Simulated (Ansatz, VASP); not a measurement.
One calculation of SrTiO3, two programs

```
Sr Ti O
1.0
     3.98159    0.00000    0.00000
     0.00000    3.98159    0.00000
     0.00000    0.00000    3.98159
Sr Ti O
1 1 3
Direct
  0.00000 0.00000 0.00000
  0.50000 0.50000 0.50000
  0.00000 0.50000 0.50000
  0.50000 0.00000 0.50000
  0.50000 0.50000 0.00000
```

Change from the starting cell: volume scaled by 1.06, crystal datasets.

Alike in both runs: task electric field gradients; functional PBE; k mesh 7 × 7 × 7; occupations fermi-dirac, width 0.05 eV; no spin polarisation.

|  | VASP | Ansatz |
| --- | --- | --- |
| version | VASP 6.6.1 | Ansatz 0.2.0 |
| potentials or method | VASP PAW PBE potentials, release 64 (Sr_sv, Ti_sv, O), cutoff 520 eV | all-electron PAW with datasets made for the crystal, scalar-relativistic |

```csv
,VASP,Ansatz,Ansatz less VASP
pressure (GPa),-4.9,-5.4,-0.55
size of Vzz on the site where it differs most (V/Å²),17.2,17.8,+0.61
```

Ansatz ran all-electron here, and VASP with PAW potentials.
